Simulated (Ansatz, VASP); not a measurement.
## BaHfO3: VASP beside Ansatz

INCAR

```
ALGO = Normal
EDIFF = 1E-7
EDIFFG = -0.025
ENCUT = 600
GGA = PE
IBRION = 2
ISIF = 3
ISMEAR = 0
LASPH = True
LCHARG = False
LREAL = False
LWAVE = False
NELM = 100
NSW = 80
PREC = Accurate
SIGMA = 0.1
```

Contents of KPOINTS:

```
k-points
0
Gamma
  4 4 2
```

POSCAR

```
BaHfO3
1.0
    4.0817039152     -0.0295267168      0.0046814323
   -0.0295267168      4.2151622004      0.0059681831
    0.0093628646      0.0119363661      8.5465849613
Ba Hf O
2 2 6
Direct
    0.5038654233      0.4915820025      0.2453611863
    0.4969337894      0.5027766208      0.7407521578
   -0.0014711094     -0.0175852619      0.0029078687
   -0.0061226581     -0.0025812891      0.4994307969
    0.0002953235      0.5018222142     -0.0007460564
    1.0112242293      0.4920887337      0.4982469086
    0.4920328101      0.0149076997      0.0037116046
    0.5170454732     -0.0010745965      0.5024831536
    1.0062004940      0.0104123237      0.2499594814
    0.9799962248      0.0076515528      0.7578928983
```

Input for Ansatz:

```yaml
crystal:
  lattice:
    - [4.0817039152, -0.0295267168, 0.0046814323]
    - [-0.0295267168, 4.2151622004, 0.0059681831]
    - [0.0093628646, 0.0119363661, 8.5465849613]
  atoms:
    - { symbol: Ba, position: [0.5038654233, 0.4915820025, 0.2453611863] }
    - { symbol: Ba, position: [0.4969337894, 0.5027766208, 0.7407521578] }
    - { symbol: Hf, position: [-0.0014711094, -0.0175852619, 0.0029078687] }
    - { symbol: Hf, position: [-0.0061226581, -0.0025812891, 0.4994307969] }
    - { symbol: O, position: [0.0002953235, 0.5018222142, -0.0007460564] }
    - { symbol: O, position: [1.0112242293, 0.4920887337, 0.4982469086] }
    - { symbol: O, position: [0.4920328101, 0.0149076997, 0.0037116046] }
    - { symbol: O, position: [0.5170454732, -0.0010745965, 0.5024831536] }
    - { symbol: O, position: [1.006200494, 0.0104123237, 0.2499594814] }
    - { symbol: O, position: [0.9799962248, 0.0076515528, 0.7578928983] }
basis:
  ecutwfc: 420
kpoints:
  mp_grid: { grid: [4, 4, 2] }
hamiltonian:
  xc: pbe
scf:
  occupations: { method: gaussian, width: 0.1 }
  lower_state_search: "off"
output:
  forces: true
  stress: true
  eigenvalues: true
relax:
  adjacent_minimum: "off"
  f_tol: 0.025
  max_steps: 60
  cell: { stress_tol: 0.25 }
```

Change from the starting cell: cell x2, atoms moved at random (sigma 0.05 Å) and cell strained at random (1.5 %), then relaxed without symmetry.

Alike in both runs: task relaxation of cell and atoms; functional PBE; k mesh 4 × 4 × 2; occupations gaussian, width 0.1 eV; no spin polarisation.

|  | VASP | Ansatz |
| --- | --- | --- |
| version | VASP 6.6.1 | Ansatz 0.2.0 |
| potentials or method | VASP PAW PBE potentials, release 64 (Ba_sv, Hf_pv, O), cutoff 600 eV | scalar-relativistic, plane waves, PAW |
| valence electrons in the cell | 76 | 108 |

```csv
,VASP,Ansatz,Ansatz less VASP
"gap on the k mesh at the Fermi level, each at its own relaxed structure (eV)",3.54,3.62,+0.078
relaxed volume (Å³/atom),14.82,14.89,+0.069
relaxed length of the cell vector where the two differ most in proportion (Å),4.200,4.206,+0.0067
```

VASP's potentials hold 76 valence electrons a cell and Ansatz's 108, so a difference there can come from the potentials and not from the codes.

Neither program's run includes spin-orbit coupling.
